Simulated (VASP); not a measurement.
# Y3Zr2F (R-3m) in VASP: further runs

Y3Zr2F is run at these levels: PBE; tasks: single point.

Everything below comes from runs of VASP 6.6.1. Logs are shortened: lines on timing, memory, paths and dates and some standing lists are left out, and cuts for length are marked.

### 1 The cell of the first run

The structure is trigonal, space group R-3m (No. 166). Conventional cell: a = 5.723 Å, b = 5.723 Å, c = 13.808 Å, α = 90.00°, β = 90.00°, γ = 120.00°. Within 3.7 Å of Y (site symmetry 2/m) lie 2 F at 2.83 Å and 4 Y at 2.86 Å and 6 Zr at 3.27 to 3.37 Å. Zr (site symmetry 3m) has 9 Y at 3.27 to 3.37 Å and 3 F at 3.34 Å and 4 Zr at 3.46 to 3.56 Å within 4.3 Å. F (site symmetry -3m) has 6 Y at 2.83 Å and 6 Zr at 3.34 Å within 3.7 Å.

The cell was generated, and may not be a known phase.

### 2 Single point, PBE

File INCAR:

```
SYSTEM = Y3Zr2F
ALGO     = Normal         ! electronic algorithm
EDIFF    = 1E-6           ! SCF threshold, eV
ENCUT    = 520            ! plane-wave cutoff, eV
GGA      = PE             ! functional
ISIF     = 2              ! what is computed and relaxed
ISMEAR   = 0              ! smearing method
LASPH    = .True.         ! aspherical terms in the spheres
LCHARG   = .False.        ! write CHGCAR
LREAL    = .False.        ! projectors in reciprocal space
LWAVE    = .False.        ! write WAVECAR
NBANDS   = 41             ! bands
NELM     = 60             ! most SCF steps
PREC     = Accurate       ! precision mode
SIGMA    = 0.1            ! smearing width, eV
```

File KPOINTS:

```
k-points
0
Gamma
  6 6 6
  0 0 0
```

File POSCAR:

```
Y3Zr2F
1.0
    2.8614642900      1.6520671800      4.6028265200
   -2.8614642900      1.6520671800      4.6028265200
    0.0000000000     -3.3041343600      4.6028265200
Y Zr F
3 2 1
Direct
    0.0000000000      0.5000000000      0.0000000000
    0.5000000000      0.0000000000      0.0000000000
    0.0000000000      0.0000000000      0.5000000000
    0.6289240100      0.6289240100      0.6289240100
    0.3710759900      0.3710759900      0.3710759900
    0.0000000000      0.0000000000      0.0000000000
```

Potentials or basis: VASP PAW PBE potentials, release 64 (Y_sv, Zr_sv, F).

Run with:

```sh
$ cat potpaw_PBE.64/Y_sv/POTCAR potpaw_PBE.64/Zr_sv/POTCAR potpaw_PBE.64/F/POTCAR > POTCAR
$ mpirun -np 1 vasp_std > vasp.out
```

OUTCAR:

```text
SYSTEM = Y3Zr2F
   EDIFF = 1E-6
   ENCUT = 520
   GGA = PE
   ISIF = 2
   ISMEAR = 0
   LASPH = .True.
   LREAL = .False.
   NELM = 60
   PREC = Accurate

 ion  position               nearest neighbor table
   1  0.000  0.500  0.000-   6 2.83   6 2.83   2 2.86   2 2.86   3 2.86   3 2.86   4 3.27   5 3.27
                             4 3.37   5 3.37   4 3.37   5 3.37
   2  0.500  0.000  0.000-   6 2.83   6 2.83   1 2.86   1 2.86   3 2.86   3 2.86   4 3.27   5 3.27
                             5 3.37   4 3.37   5 3.37   4 3.37
   3  0.000  0.000  0.500-   6 2.83   6 2.83   2 2.86   1 2.86   1 2.86   2 2.86   4 3.27   5 3.27
                             4 3.37   5 3.37   4 3.37   5 3.37
   4  0.629  0.629  0.629-   1 3.27   2 3.27   3 3.27   3 3.37   3 3.37   2 3.37   1 3.37   1 3.37
                             2 3.37   5 3.46   5 3.46   5 3.46   5 3.56
   5  0.371  0.371  0.371-   1 3.27   2 3.27   3 3.27   3 3.37   3 3.37   2 3.37   2 3.37   1 3.37
                             1 3.37   4 3.46   4 3.46   4 3.46   4 3.56
   6  0.000  0.000  0.000-   1 2.83   2 2.83   1 2.83   2 2.83   3 2.83   3 2.83

  LATTYP: Found a trigonal (rhomboedric) cell.
 ALAT       =     5.6659788054
 COS(alpha) =     0.4898983066

  Lattice vectors:

 A1 = (   2.8614642900,   1.6520671800,   4.6028265200)
 A2 = (  -2.8614642900,   1.6520671800,   4.6028265200)
 A3 = (   0.0000000000,  -3.3041343600,   4.6028265200)

Analysis of symmetry for initial positions (statically):
=====================================================================
 Subroutine PRICEL returns:
 Original cell was already a primitive cell.

 Routine SETGRP: Setting up the symmetry group for a
 trigonal (rhombohedral) supercell.

 Subroutine GETGRP returns: Found 12 space group operations
 (whereof 12 operations were pure point group operations)
 out of a pool of 12 trial point group operations.

The static configuration has the point symmetry D_3d.

Analysis of symmetry for dynamics (positions and initial velocities):
=====================================================================
 Subroutine PRICEL returns:
 Original cell was already a primitive cell.

 Routine SETGRP: Setting up the symmetry group for a
 trigonal (rhombohedral) supercell.

 Subroutine GETGRP returns: Found 12 space group operations
 (whereof 12 operations were pure point group operations)
 out of a pool of 12 trial point group operations.

The dynamic configuration has the point symmetry D_3d.

 Subroutine INISYM returns: Found 12 space group operations
 (whereof 12 operations are pure point group operations),
 and found     1 'primitive' translations

[... 109 lines left out ...]
   ISYM   =      2    0-nonsym 1-usesym 2-fastsym
   POTIM  = 0.5000    time-step for ionic-motion
   TEBEG  =    0.0;   TEEND  =   0.0 temperature during run
   PSTRESS=    0.0 pullay stress
   NELECT =      64.0000    total number of electrons
   NUPDOWN=      -1.0000    fix difference up-down
   EMIN   =  10.00;   EMAX   =-10.00  energy-range for DOS
   EFERMI =   0.00;   METHOD = LEGACY
   ISMEAR =     0;   SIGMA  =   0.10  broadening in eV -4-tet -1-fermi 0-gaus
   EFERMI_NEDOS =   21; number of points for ismear=-14 and -15
   IALGO  =     38    algorithm
   IMIX   =      4    mixing-type and parameters
     AMIX     =   0.40;   BMIX     =  1.00
     AMIX_MAG =   1.60;   BMIX_MAG =  1.00
  volume/ion in A,a.u.               =      21.76       146.84
  Fermi-wavevector in a.u.,A,eV,Ry     =   1.290835  2.439325 22.670789  1.666256
  Thomas-Fermi vector in A             =   2.422642
   LORBIT       =      0    0 simple, 1 ext, 2 COOP (PROOUT), +10 PAW based schemes
   GGA     = PE    functional components
   LHFCALC =     F    Hartree Fock is set to
   AEXX    =    0.0000 exact exchange contribution
   IVDW    =     0    specifies the selected vdW correction
   LEPSILON=     F    determine dielectric tensor
   LRPA    =     F    only Hartree local field effects (RPA)
 non-spin polarized calculation
 Gauss-broadening in eV      SIGMA  =   0.10
  energy-cutoff  :      520.00
  volume of cell :      130.55
 maximum number of plane-waves:      3563
   NGX = 21   NGY = 21   NGZ = 21

 number of electron      63.9999995 magnetization

 Free energy of the ion-electron system (eV)
  ---------------------------------------------------
  ext. energy  EPLUGINS =         0.00000000
  ---------------------------------------------------
  free energy    TOTEN  =       -37.19514468 eV

  energy without entropy =      -37.15851663  energy(sigma->0) =      -37.17683065

 E-fermi :   5.9809     XC(G=0): -10.6660

 val. band max:        5.9697910009   @ k =   0.5000  -0.0000  -0.0000
 cond. band min:       5.9955452065   @ k =  -0.1667   0.1667   0.0000
 fundamental gap:      0.0257542056
 Fermi energy:         5.9809049539

 k-point     1 :       0.0000    0.0000    0.0000
  band No.  band energies     occupation
      1     -42.8214      2.00000
      2     -42.7880      2.00000
      3     -36.3138      2.00000
      4     -35.8976      2.00000
      5     -35.8976      2.00000
      6     -20.9430      2.00000
[... 1045 lines left out ...]
     40       8.1625      0.00000
     41       8.8195      0.00000

 [... further k-points ...]

------------------------ aborting loop because EDIFF is reached ----------------------------------------

  FORCE on cell =-STRESS in cart. coord.  units (eV):
  Direction    XX          YY          ZZ          XY          YZ          ZX
  --------------------------------------------------------------------------------------
  -------------------------------------------------------------------------------------
  Total       12.5322812     12.5322812     -2.7056217      0.0000000      0.0000000      0.0000000
  in kB      153.7973392    153.7973395    -33.2036455      0.0000000      0.0000000      0.0000000
  external PRESSURE =      91.4636777 kB  Pullay stress =       0.0000000 kB

 VOLUME and BASIS-vectors are now :
 -----------------------------------------------------------------------------
  energy-cutoff  :      520.00
  volume of cell :      130.55
      direct lattice vectors                 reciprocal lattice vectors
     2.861464290  1.652067180  4.602826520     0.174735712  0.100883710  0.072419269
    -2.861464290  1.652067180  4.602826520    -0.174735712  0.100883710  0.072419269
     0.000000000 -3.304134360  4.602826520     0.000000000 -0.201767420  0.072419269

 POSITION                                       TOTAL-FORCE (eV/Angst)
 -----------------------------------------------------------------------------------
     -1.43073      0.82603      2.30141         0.000000     -0.000000     -0.000000
      1.43073      0.82603      2.30141        -0.000000     -0.000000     -0.000000
      0.00000     -1.65207      2.30141         0.000000     -0.000000     -0.000000
      0.00000      0.00000      8.68448        -0.000000     -0.000000     -0.488768
      0.00000      0.00000      5.12400        -0.000000      0.000000      0.488768
      0.00000      0.00000      0.00000        -0.000000     -0.000000     -0.000000
 -----------------------------------------------------------------------------------
    total drift:                                0.000000      0.000000     -0.000000

  FREE ENERGIE OF THE ION-ELECTRON SYSTEM (eV)
  ---------------------------------------------------
  free  energy   TOTEN  =       -37.1951446755 eV

  energy  without entropy=      -37.1585166309  energy(sigma->0) =      -37.17683065
```

Run time: 5.1 min. Hardware: 1 thread of Oxide Virtual Turin-like, shared host; peak memory 0.33 GiB.

Results:

- Free energy: -37.1951 eV
- Pressure: 9.1 GPa
- Largest force: 0.489 eV/Å
- Band gap on the k mesh: zero (bands 32 and 33 overlap by 0.37 eV)

Forces on the atoms (eV/Å):
```
Y    0.000  0.000  0.000
Y    0.000  0.000  0.000
Y    0.000  0.000  0.000
Zr   0.000  0.000 -0.489
Zr   0.000  0.000  0.489
F    0.000  0.000  0.000
```

Caveat: the stress differs along the axes, from -3 to 15 GPa.

### 3 Single point, PBE

This run uses another cell than the first one, of 24.74 Å³/atom.

File INCAR:

```
PREC     = Accurate       # precision mode
ENCUT    = 520            # plane-wave cutoff, eV
EDIFF    = 1E-6           # SCF threshold, eV
ISMEAR   = 0              # smearing method
SIGMA    = 0.1            # smearing width, eV
LREAL    = False          # projectors in reciprocal space
LASPH    = True           # aspherical terms in the spheres
NELM     = 80             # most SCF steps
ALGO     = Normal         # electronic algorithm
ISIF     = 2              # what is computed and relaxed
LWAVE    = False          # write WAVECAR
LCHARG   = False          # write CHGCAR
GGA      = PE             # functional
NBANDS   = 41             # bands
```

File KPOINTS:

```
regular mesh
0
Gamma
  6 6 6
```

File POSCAR:

```
Y3Zr2F
1.0
    3.4228184233      1.9761651381      3.6573837751
   -3.4228184233      1.9761651381      3.6573837751
    0.0000000000     -3.9523302761      3.6573837751
Y Zr F
3 2 1
Direct
    0.0000000000      0.5000000000      0.0000000000
    0.5000000000      0.0000000000      0.0000000000
    0.0000000000      0.0000000000      0.5000000000
    0.6130185014      0.6130185014      0.6130185014
    0.3869814986      0.3869814986      0.3869814986
    0.0000000000      0.0000000000      0.0000000000
```

Potentials or basis: VASP PAW PBE potentials, release 64 (Y_sv, Zr_sv, F).

Run with:

```sh
$ cat potpaw_PBE.64/Y_sv/POTCAR potpaw_PBE.64/Zr_sv/POTCAR potpaw_PBE.64/F/POTCAR > POTCAR
$ mpirun -np 1 vasp_std > vasp.out
```

OUTCAR:

```text
PREC = Accurate
   ENCUT = 520
   EDIFF = 1E-6
   ISMEAR = 0
   LREAL = False
   LASPH = True
   NELM = 80
   ISIF = 2
   GGA = PE

 ion  position               nearest neighbor table
   1  0.000  0.500  0.000-   6 2.69   6 2.69   4 3.12   5 3.12   3 3.42   3 3.42   2 3.42   2 3.42
                             4 3.64   5 3.64   4 3.64   5 3.64   3 4.16   3 4.16   2 4.16   2 4.16
   2  0.500  0.000  0.000-   6 2.69   6 2.69   4 3.12   5 3.12   3 3.42   3 3.42   1 3.42   1 3.42
                             4 3.64   5 3.64   5 3.64   4 3.64   3 4.16   3 4.16   1 4.16   1 4.16
   3  0.000  0.000  0.500-   6 2.69   6 2.69   4 3.12   5 3.12   2 3.42   1 3.42   1 3.42   2 3.42
                             4 3.64   5 3.64   4 3.64   5 3.64   1 4.16   1 4.16   2 4.16   2 4.16
[... 1269 lines left out ...]
  Total       -0.0477819     -0.0477819      0.0718576     -0.0000000      0.0000000      0.0000000
  in kB       -0.5157565     -0.5157565      0.7756296     -0.0000000      0.0000000      0.0000000
  external PRESSURE =      -0.0852945 kB  Pullay stress =       0.0000000 kB

 VOLUME and BASIS-vectors are now :
 -----------------------------------------------------------------------------
  energy-cutoff  :      520.00
  volume of cell :      148.43
      direct lattice vectors                 reciprocal lattice vectors
     3.422818423  1.976165138  3.657383775     0.146078447  0.084338431  0.091139829
    -3.422818423  1.976165138  3.657383775    -0.146078447  0.084338431  0.091139829
     0.000000000 -3.952330276  3.657383775     0.000000000 -0.168676862  0.091139829

 POSITION                                       TOTAL-FORCE (eV/Angst)
 -----------------------------------------------------------------------------------
     -1.71141      0.98808      1.82869         0.000000      0.000000      0.000000
      1.71141      0.98808      1.82869        -0.000000      0.000000     -0.000000
      0.00000     -1.97617      1.82869        -0.000000      0.000000     -0.000000
      0.00000      0.00000      6.72613         0.000000      0.000000      0.038063
      0.00000      0.00000      4.24602         0.000000     -0.000000     -0.038063
      0.00000      0.00000      0.00000         0.000000      0.000000     -0.000000
 -----------------------------------------------------------------------------------
    total drift:                               -0.000000      0.000000      0.000000

  FREE ENERGIE OF THE ION-ELECTRON SYSTEM (eV)
  ---------------------------------------------------
  free  energy   TOTEN  =       -41.0109247347 eV

  energy  without entropy=      -40.9736528364  energy(sigma->0) =      -40.99228879
```

It took 4.4 min on 1 thread of Oxide Virtual Turin-like, shared host; peak memory 0.33 GiB.

Results:

| Item | Value |
| --- | --- |
| Free energy | -41.0109 eV |
| Pressure | 0.0 GPa |
| Largest force | 0.038 eV/Å |
| Band gap on the k mesh | zero (bands 32 and 33 overlap by 0.54 eV) |

Forces on the atoms (eV/Å):
```
Y    0.000  0.000  0.000
Y    0.000  0.000  0.000
Y    0.000  0.000  0.000
Zr   0.000  0.000  0.038
Zr   0.000  0.000 -0.038
F    0.000  0.000  0.000
```

Stress tensor (GPa, compression positive):
```
-0.05  0.00  0.00
 0.00 -0.05  0.00
 0.00  0.00  0.08
```

Levels at points of the mesh, in eV from the Fermi level:
| k point | band 30 | band 31 | band 32 | band 33 | band 34 | band 35 |
| --- | --- | --- | --- | --- | --- | --- |
| (0.00, 0.00, 0.00) | -0.65 | -0.42 | -0.42 | 0.41 | 1.14 | 1.28 |
| (0.50, 0.00, 0.00) | -0.72 | -0.65 | -0.06 | 0.29 | 0.40 | 0.42 |
| (0.50, 0.50, 0.00) | -0.70 | -0.56 | -0.30 | 0.06 | 0.22 | 0.98 |
| (0.50, 0.50, 0.50) | -0.18 | -0.18 | 0.46 | 0.46 | 0.59 | 0.59 |

### 4 Single point, PBE

This run uses another cell than the first one, of 24.76 Å³/atom.

File INCAR:

```
SYSTEM = Y3Zr2F
ALGO     = Normal         ! electronic algorithm
EDIFF    = 1E-7           ! SCF threshold, eV
ENCUT    = 520            ! plane-wave cutoff, eV
GGA      = PE             ! functional
ISIF     = 2              ! what is computed and relaxed
ISMEAR   = 0              ! smearing method
LASPH    = .TRUE.         ! aspherical terms in the spheres
LCHARG   = .FALSE.        ! write CHGCAR
LREAL    = .FALSE.        ! projectors in reciprocal space
LWAVE    = .FALSE.        ! write WAVECAR
NBANDS   = 41             ! bands
NELM     = 60             ! most SCF steps
PREC     = Accurate       ! precision mode
SIGMA    = 0.1            ! smearing width, eV
```

File KPOINTS:

```
k-points
0
G
  6 6 6
  0 0 0
```

File POSCAR:

```
Y3Zr2F
1.0
    3.4241073014      1.9769092722      3.6579640657
   -3.4241073014      1.9769092722      3.6579640657
    0.0000000000     -3.9538185444      3.6579640657
Y Zr F
3 2 1
Direct
    0.0000000000      0.5000000000      0.0000000000
    0.5000000000      0.0000000000      0.0000000000
    0.0000000000      0.0000000000      0.5000000000
    0.6129658548      0.6129658548      0.6129658548
    0.3870341452      0.3870341452      0.3870341452
    0.0000000000      0.0000000000      0.0000000000
```

Run with:

```sh
$ cat potpaw_PBE.64/Y_sv/POTCAR potpaw_PBE.64/Zr_sv/POTCAR potpaw_PBE.64/F/POTCAR > POTCAR
$ mpirun -np 1 vasp_std > vasp.out
```

It took 5 min on 1 thread of Oxide Virtual Turin-like, shared host; peak memory 0.32 GiB.

It converged, with:

- Free energy: -41.0109 eV
- Pressure: -0.1 GPa
- Largest force: 0.046 eV/Å
- Band gap on the k mesh: zero (bands 32 and 33 overlap by 0.54 eV)

Forces in eV/Å, atoms in the order of the input:
```
Y    0.000  0.000  0.000
Y    0.000  0.000  0.000
Y    0.000  0.000  0.000
Zr   0.000  0.000  0.046
Zr   0.000  0.000 -0.046
F    0.000  0.000  0.000
```

Stress tensor (GPa, compression positive):
```
-0.11  0.00  0.00
 0.00 -0.11  0.00
 0.00  0.00  0.05
```

Levels at points of the mesh, in eV from the Fermi level:
```tsv
k point	band 28	band 29	band 30	band 31	band 32	band 33	band 34	band 35	band 36	band 37
(0.00, 0.00, 0.00)	-1.71	-0.65	-0.65	-0.42	-0.42	0.41	1.14	1.28	1.28	1.49
(0.50, 0.00, 0.00)	-1.33	-0.84	-0.72	-0.65	-0.06	0.29	0.40	0.42	0.76	1.70
(0.50, 0.50, 0.00)	-1.28	-0.89	-0.70	-0.56	-0.30	0.06	0.22	0.98	1.10	1.13
(0.50, 0.50, 0.50)	-1.30	-1.04	-0.18	-0.18	0.46	0.46	0.59	0.59	1.54	1.55
```

### 5 Overview

| cell | gap on the mesh (eV) | pressure (GPa) | largest force (eV/Å) |
| --- | --- | --- | --- |
| a = 5.666 Å, angles 60.7°, 6 atoms, atomic positions A | none | 9.1 | 0.49 |
| a = 5.385 Å, angles 78.9°, 6 atoms, atomic positions B | none | 0.0 | 0.04 |
| a = 5.386 Å, angles 78.9°, 6 atoms, atomic positions B | none | -0.1 | 0.05 |

Alike in all rows: task single point; level PBE; potentials or basis VASP PAW PBE potentials, release 64 (Y_sv, Zr_sv, F); no spin polarisation; k mesh 6 × 6 × 6; cutoff (eV) 520; smearing gaussian 0.1 eV.

Caveats: the stress differs along the axes, from -3 to 15 GPa (at least some runs).

Total energies depend on the potentials used, so only differences within one code and one set of settings carry meaning.

The gap in the log of VASP goes by the Fermi energy; the results here count the filled bands.